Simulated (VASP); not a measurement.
# PbS (F-43m) in VASP: settings compared

PbS is run at these levels: PBE, r2SCAN; tasks: single point.

Everything below comes from runs of VASP 6.6.1. Logs are shortened: lines on timing, memory, paths and dates and some standing lists are left out, and cuts for length are marked.

## Step 1: The cell of the first run

Symmetry: F-43m, No. 216, cubic system. The conventional cell has a = 6.692 Å, b = 6.692 Å, c = 6.692 Å, α = 90.00°, β = 90.00°, γ = 90.00°. Within 3.8 Å of Pb (site symmetry -43m) lie 4 S at 2.90 Å. S (site symmetry -43m) has 4 Pb at 2.90 Å within 3.8 Å.

## Step 2: Single point, PBE (volume scaled by 1.020)

INCAR

```
SYSTEM = PbS
ALGO     = Normal         ! electronic algorithm
EDIFF    = 1E-7           ! SCF threshold, eV
ENCUT    = 520            ! plane-wave cutoff, eV
GGA      = PE             ! functional
ISIF     = 2              ! what is computed and relaxed
ISMEAR   = 0              ! smearing method
LASPH    = .True.         ! aspherical terms in the spheres
LCHARG   = .False.        ! write CHGCAR
LREAL    = .False.        ! projectors in reciprocal space
LWAVE    = .False.        ! write WAVECAR
NBANDS   = 17             ! bands
NELM     = 80             ! most SCF steps
PREC     = Accurate       ! precision mode
SIGMA    = 0.05           ! smearing width, eV
```

KPOINTS

```
k-points
0
Gamma
  10 10 10
  0 0 0
```

POSCAR

```
PbS
1.0
    0.0000000000      3.3458440800      3.3458440800
    3.3458440800      0.0000000000      3.3458440800
    3.3458440800      3.3458440800      0.0000000000
Pb S
1 1
Direct
    0.0000000000      0.0000000000      0.0000000000
    0.2500000000      0.2500000000      0.2500000000
```

Potentials or basis: VASP PAW PBE potentials, release 64 (Pb_d, S).

The run is started by

```sh
$ cat potpaw_PBE.64/Pb_d/POTCAR potpaw_PBE.64/S/POTCAR > POTCAR
$ mpirun -np 1 vasp_std > vasp.out
```

OUTCAR:

```text
SYSTEM = PbS
   EDIFF = 1E-7
   ENCUT = 520
   GGA = PE
   ISIF = 2
   ISMEAR = 0
   LASPH = .True.
   LREAL = .False.
   NELM = 80
   PREC = Accurate

 ion  position               nearest neighbor table
   1  0.000  0.000  0.000-   2 2.90   2 2.90   2 2.90   2 2.90
   2  0.250  0.250  0.250-   1 2.90   1 2.90   1 2.90   1 2.90

  LATTYP: Found a face centered cubic cell.
 ALAT       =     6.6916881600

  Lattice vectors:

 A1 = (   0.0000000000,   3.3458440800,   3.3458440800)
 A2 = (   3.3458440800,   0.0000000000,   3.3458440800)
 A3 = (   3.3458440800,   3.3458440800,   0.0000000000)

Analysis of symmetry for initial positions (statically):
=====================================================================
 Subroutine PRICEL returns:
 Original cell was already a primitive cell.

 Routine SETGRP: Setting up the symmetry group for a
 face centered cubic supercell.

 Subroutine GETGRP returns: Found 24 space group operations
 (whereof 24 operations were pure point group operations)
 out of a pool of 48 trial point group operations.

The static configuration has the point symmetry T_d .

Analysis of symmetry for dynamics (positions and initial velocities):
=====================================================================
 Subroutine PRICEL returns:
 Original cell was already a primitive cell.

 Routine SETGRP: Setting up the symmetry group for a
 face centered cubic supercell.

 Subroutine GETGRP returns: Found 24 space group operations
 (whereof 24 operations were pure point group operations)
 out of a pool of 48 trial point group operations.

The dynamic configuration has the point symmetry T_d .

 Subroutine INISYM returns: Found 24 space group operations
 (whereof 24 operations are pure point group operations),
 and found     1 'primitive' translations

----------------------------------------------------------------------------------------

                                     Primitive cell

  volume of cell :      74.9113

  direct lattice vectors                    reciprocal lattice vectors
     0.000000000  3.345844080  3.345844080    -0.149439122  0.149439122  0.149439122
     3.345844080  0.000000000  3.345844080     0.149439122 -0.149439122  0.149439122
     3.345844080  3.345844080  0.000000000     0.149439122  0.149439122 -0.149439122

  length of vectors
     4.731738076  4.731738076  4.731738076     0.258836151  0.258836151  0.258836151

  position of ions in fractional coordinates (direct lattice)
     0.000000000  0.000000000  0.000000000
[... 72 lines left out ...]
   ISPIN  =      1    spin polarized calculation?
   LNONCOLLINEAR =      F non collinear calculations
   LSORBIT =      F    spin-orbit coupling
   LASPH  =      T    aspherical Exc in radial PAW
   ENCUT  =  520.0 eV  38.22 Ry    6.18 a.u.   8.80  8.80  8.80*2*pi/ulx,y,z
   NELM   =     80;   NELMIN=  2; NELMDL= -5     # of ELM steps
   EDIFF  = 0.1E-06   stopping-criterion for ELM
   LREAL  =      F    real-space projection
   EDIFFG = 0.1E-05   stopping-criterion for IOM
   NSW    =      0    number of steps for IOM
   IBRION =     -1    ionic relax: 0-MD 1-quasi-New 2-CG
   NFREE  =      0    steps in history (QN), initial steepest desc. (CG)
   ISIF   =      2    stress and relaxation
   ISYM   =      2    0-nonsym 1-usesym 2-fastsym
   POTIM  = 0.5000    time-step for ionic-motion
   TEBEG  =    0.0;   TEEND  =   0.0 temperature during run
   PSTRESS=    0.0 pullay stress
   NELECT =      20.0000    total number of electrons
   NUPDOWN=      -1.0000    fix difference up-down
   EMIN   =  10.00;   EMAX   =-10.00  energy-range for DOS
   EFERMI =   0.00;   METHOD = LEGACY
   ISMEAR =     0;   SIGMA  =   0.05  broadening in eV -4-tet -1-fermi 0-gaus
   EFERMI_NEDOS =   21; number of points for ismear=-14 and -15
   IALGO  =     38    algorithm
   IMIX   =      4    mixing-type and parameters
     AMIX     =   0.40;   BMIX     =  1.00
     AMIX_MAG =   1.60;   BMIX_MAG =  1.00
  volume/ion in A,a.u.               =      37.46       252.76
  Fermi-wavevector in a.u.,A,eV,Ry     =   1.054150  1.992055 15.119236  1.111232
  Thomas-Fermi vector in A             =   2.189299
   LORBIT       =      0    0 simple, 1 ext, 2 COOP (PROOUT), +10 PAW based schemes
   GGA     = PE    functional components
   LHFCALC =     F    Hartree Fock is set to
   AEXX    =    0.0000 exact exchange contribution
   IVDW    =     0    specifies the selected vdW correction
   LEPSILON=     F    determine dielectric tensor
   LRPA    =     F    only Hartree local field effects (RPA)
 non-spin polarized calculation
 Gauss-broadening in eV      SIGMA  =   0.05
  energy-cutoff  :      520.00
  volume of cell :       74.91
 maximum number of plane-waves:      2044
   NGX = 17   NGY = 17   NGZ = 17

 number of electron      19.9999999 magnetization

 Free energy of the ion-electron system (eV)
  ---------------------------------------------------
  ext. energy  EPLUGINS =         0.00000000
  ---------------------------------------------------
  free energy    TOTEN  =        -8.40571942 eV

  energy without entropy =       -8.40571942  energy(sigma->0) =       -8.40571942

 E-fermi :   2.7443     XC(G=0):  -7.7533

 val. band max:        2.4587033347   @ k =  -0.3000   0.5000   0.2000
 cond. band min:       3.3894674870   @ k =   0.5000   0.5000   0.0000
 fundamental gap:      0.9307641523
 Fermi energy:         2.7443004658

 k-point     1 :       0.0000    0.0000    0.0000
  band No.  band energies     occupation
      1     -14.1252      2.00000
      2     -14.1252      2.00000
      3     -14.1252      2.00000
      4     -14.0967      2.00000
      5     -14.0967      2.00000
      6      -9.8559      2.00000
[... 457 lines left out ...]
      4     -14.1018      2.00000
      5     -14.0906      2.00000
      6      -9.1606      2.00000
[... 9 lines left out ...]
     16      11.9881      0.00000
     17      13.3528      0.00000

 [... further k-points ...]
[... 5 lines left out ...]
  --------------------------------------------------------------------------------------
  -------------------------------------------------------------------------------------
  Total       -0.3362777     -0.3362777     -0.3362777      0.0000000      0.0000000      0.0000000
  in kB       -7.1921969     -7.1921969     -7.1921969      0.0000000      0.0000000      0.0000000
  external PRESSURE =      -7.1921969 kB  Pullay stress =       0.0000000 kB

 VOLUME and BASIS-vectors are now :
 -----------------------------------------------------------------------------
  energy-cutoff  :      520.00
  volume of cell :       74.91
      direct lattice vectors                 reciprocal lattice vectors
     0.000000000  3.345844080  3.345844080    -0.149439122  0.149439122  0.149439122
     3.345844080  0.000000000  3.345844080     0.149439122 -0.149439122  0.149439122
     3.345844080  3.345844080  0.000000000     0.149439122  0.149439122 -0.149439122

 POSITION                                       TOTAL-FORCE (eV/Angst)
 -----------------------------------------------------------------------------------
      0.00000      0.00000      0.00000         0.000000      0.000000      0.000000
      1.67292      1.67292      1.67292        -0.000000     -0.000000     -0.000000
 -----------------------------------------------------------------------------------
    total drift:                                0.000000      0.000000      0.000000

  FREE ENERGIE OF THE ION-ELECTRON SYSTEM (eV)
  ---------------------------------------------------
  free  energy   TOTEN  =        -8.4057194234 eV

  energy  without entropy=       -8.4057194234  energy(sigma->0) =       -8.40571942
```

OSZICAR:

```text
N       E                     dE             d eps       ncg     rms          rms(c)
DAV:   1     0.160816388474E+03    0.16082E+03   -0.94134E+03  1598   0.113E+03
DAV:   2     0.500654391570E+01   -0.15581E+03   -0.15041E+03  1727   0.293E+02
DAV:   3    -0.875991250219E+01   -0.13766E+02   -0.13683E+02  2047   0.936E+01
DAV:   4    -0.913485934450E+01   -0.37495E+00   -0.37465E+00  2089   0.191E+01
DAV:   5    -0.915029405503E+01   -0.15435E-01   -0.15434E-01  2215   0.351E+00    0.468E+00
DAV:   6    -0.839758723904E+01    0.75271E+00   -0.23085E+00  2436   0.897E+00    0.350E+00
DAV:   7    -0.839961914408E+01   -0.20319E-02   -0.18299E-01  1735   0.204E+00    0.188E+00
DAV:   8    -0.840419799455E+01   -0.45789E-02   -0.19887E-02  1752   0.151E+00    0.186E-01
DAV:   9    -0.840476512206E+01   -0.56713E-03   -0.64936E-03  2088   0.570E-01    0.172E-01
DAV:  10    -0.840555507330E+01   -0.78995E-03   -0.98297E-04  1655   0.190E-01    0.466E-02
DAV:  11    -0.840569998169E+01   -0.14491E-03   -0.20605E-04  2004   0.115E-01    0.226E-02
DAV:  12    -0.840571692622E+01   -0.16945E-04   -0.35924E-05  1760   0.655E-02    0.539E-03
DAV:  13    -0.840571880017E+01   -0.18739E-05   -0.30449E-06  1930   0.141E-02    0.240E-03
DAV:  14    -0.840571934049E+01   -0.54032E-06   -0.11255E-06  1707   0.536E-03    0.129E-03
DAV:  15    -0.840571942340E+01   -0.82911E-07   -0.62538E-08  1811   0.210E-03
   1 F= -.84057194E+01 E0= -.84057194E+01  d E =-.229171E-17
```

Wall time 26 s (1 thread of Intel Xeon 6975P-C (Granite Rapids), shared host); peak memory 0.22 GiB.

What came out:

```
Free energy            : -8.4057 eV
Pressure               : -0.7 GPa
Band gap on the k mesh : 0.93 eV, indirect (least direct gap 1.32 eV)
```

Levels at points of the mesh, in eV from the valence-band top:
```tsv
k point	band 8	band 9	band 10	band 11	band 12	band 13
(0.00, 0.00, 0.00)	-1.56	-1.56	-1.56	2.55	2.55	2.55
(0.50, 0.00, 0.00)	-2.03	-2.03	-1.79	3.24	3.24	3.56
(0.50, 0.50, 0.00)	-2.69	-2.69	-0.39	0.93	4.99	4.99
```

Caveat: spin-orbit coupling is left out, which moves the levels of the heavy elements. A k mesh can miss the band edges.

## Step 3: Single point, PBE (volume scaled by 1.040)

INCAR

```
SYSTEM = PbS
ALGO = Normal ; EDIFF = 1E-6
ENCUT = 520 ; GGA = PE
ISIF = 2 ; ISMEAR = 0
LASPH = .True. ; LCHARG = .False.
LREAL = .False. ; LWAVE = .False.
NBANDS = 17 ; NELM = 60
PREC = Accurate ; SIGMA = 0.05
```

KPOINTS is that of step 2.

POSCAR

```
PbS
1.0
    0.0000000000      3.3675709490      3.3675709490
    3.3675709490      0.0000000000      3.3675709490
    3.3675709490      3.3675709490      0.0000000000
Pb S
1 1
Direct
    0.0000000000      0.0000000000      0.0000000000
    0.2500000000      0.2500000000      0.2500000000
```

Potentials or basis: VASP PAW PBE potentials, release 64 (Pb_d, S).

The run is started by

```sh
$ cat potpaw_PBE.64/Pb_d/POTCAR potpaw_PBE.64/S/POTCAR > POTCAR
$ mpirun -np 1 vasp_std > vasp.out
```

Wall time 24 s (1 thread of Intel Xeon 6975P-C (Granite Rapids), shared host); peak memory 0.23 GiB.

The run converged. Its results:

- Free energy: -8.3967 eV
- Pressure: -1.3 GPa
- Band gap on the k mesh: 0.97 eV, indirect (least direct gap 1.34 eV)

Levels at points of the mesh, in eV from the valence-band top:
```csv
k point,band 7,band 8,band 9,band 10,band 11,band 12,band 13,band 14
"(0.00, 0.00, 0.00)",-6.04,-1.49,-1.49,-1.49,2.56,2.56,2.56,5.30
"(0.50, 0.00, 0.00)",-7.53,-1.96,-1.96,-1.75,3.23,3.23,3.52,7.11
"(0.50, 0.50, 0.00)",-7.89,-2.60,-2.60,-0.37,0.97,4.92,4.92,6.07
```

Caveat: spin-orbit coupling is left out, which moves the levels of the heavy elements.

(Continued in part 2 of 2.)
